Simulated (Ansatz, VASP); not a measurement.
**Two plane-wave programs on CaIrN2**

```
CELL_PARAMETERS angstrom
1.64885 0.95196 5.00940
-1.64885 0.95196 5.00940
0.00000 -1.90393 5.00940
ATOMIC_POSITIONS crystal
Ir 0.50000 0.50000 0.50000
Ca 0.00000 0.00000 0.00000
N 0.23088 0.23088 0.23088
N 0.76912 0.76912 0.76912
```

Alike in both runs: functional PBE; k mesh 5 × 5 × 5; occupations fermi-dirac, width 0.05 eV; no spin polarisation.

|  | VASP | Ansatz |
| --- | --- | --- |
| version | VASP 6.6.1 | Ansatz 0.2.0 |
| potentials or method | VASP PAW PBE potentials, release 64 (Ir_sv_GW, Ca_sv, N) | Ansatz PAW |
| plane-wave cutoff (eV) | 700 | 420 |
| valence electrons in the cell | 37 | 37 |
| task | single point | projected density of states |

|  | VASP | Ansatz | Ansatz less VASP |
| --- | --- | --- | --- |
| gap on the k mesh at the Fermi level (eV) | none | none | - |
| pressure (GPa) | -1.6 | -1.7 | -0.17 |
| traceless stress, the component that is largest in VASP (GPa) | 0.09 | 0.00 | -0.092 |
| rms of the force components (eV/Å) | 0.057 | 0.045 | -0.0117 |

Atom by atom the forces differ by 0.012 eV/Å (rms over components). A gap of «none» marks a metal or a gap that the smearing closes.

The k mesh is coarse, so the values compare programs but aren't converged. Neither program's run includes spin-orbit coupling.
